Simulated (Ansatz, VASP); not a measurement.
# In in VASP and in Ansatz

```
In
1.0
     3.27958    0.00000    0.00000
    -1.63979    2.84020    0.00000
     0.00000    0.00000   10.20518
In
4
Direct
  0.00000 0.00000 0.00786
  0.33333 0.66667 0.25000
  0.00000 0.00000 0.49214
  0.66667 0.33333 0.75000
```

Alike in both runs: task single point; functional PBEsol; k mesh 15 × 15 × 4; occupations gaussian, width 0.1 eV; no spin polarisation.

```csv
,VASP,Ansatz
version,VASP 6.6.1,Ansatz 0.2.0
potentials or method,"VASP PAW PBE potentials, release 64 (In_d), cutoff 520 eV","scalar-relativistic, plane waves, PAW"
valence electrons in the cell,52,52
```

|  | VASP | Ansatz | Ansatz less VASP |
| --- | --- | --- | --- |
| gap on the k mesh at the Fermi level (eV) | none | none | - |
| pressure (GPa) | 4.3 | 4.3 | -0.01 |
| traceless stress, the component that is largest in VASP (GPa) | 0.66 | 0.66 | -0.005 |
| rms of the force components (eV/Å) | 0.136 | 0.136 | -0.0004 |

VASP's potentials were made for PBE, not for PBEsol. Atom by atom the forces differ by 0.000 eV/Å (rms over components). A gap of «none» marks a metal or a gap that the smearing closes. With one functional, cell and mesh, what is left measures potentials, basis and numerics.
